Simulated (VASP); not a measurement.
Input of a VASP 6.6.1 run:

Contents of INCAR:

```
SYSTEM = MoS2
PREC = Accurate
ENCUT = 520
EDIFF = 1E-6
ISMEAR = 1
SIGMA = 0.161
LREAL = .FALSE.
LASPH = .TRUE.
NELM = 60
ALGO = Normal
ISIF = 2
LWAVE = .FALSE.
LCHARG = .TRUE.
GGA = PS
LELF = .TRUE.
LVHAR = .TRUE.
NBANDS = 35
```

File KPOINTS:

```
Automatic mesh
0
G
  12 12 2
  0 0 0
```

The input POSCAR:

```
MoS2
1.0
    3.2045000000      0.0000000000      0.0000000000
   -1.6022500000      2.7751784064      0.0000000000
    0.0000000000      0.0000000000     13.1988000000
Mo S
2 4
Direct
    0.3333333333      0.6666666667      0.2500000000
    0.6666666667      0.3333333333      0.7500000000
    0.3333333333      0.6666666667      0.6259932117
    0.6666666667      0.3333333333      0.1259932117
    0.3333333333      0.6666666667      0.8740067883
    0.6666666667      0.3333333333      0.3740067883
```

Potentials or basis: VASP PAW PBE potentials, release 64 (Mo_sv, S).

Command:

```console
$ cat potpaw_PBE.64/Mo_sv/POTCAR potpaw_PBE.64/S/POTCAR > POTCAR
$ mpirun -np 1 vasp_std > vasp.out
```

(1) Estimate the largest force.

(2) Predict the pressure.

(3) What does it give for the band gap on the k mesh?

## Answers

(1) 1.635 eV/Å.

(2) -11.4 GPa.

(3) 1.12 eV, indirect (least direct gap 1.68 eV).

Caveat: the PAW data sets were made with another functional, which shifts forces and pressure a little; this functional lacks dispersion, which binds the layers, so the pressure and a relaxed spacing across them are unreliable.
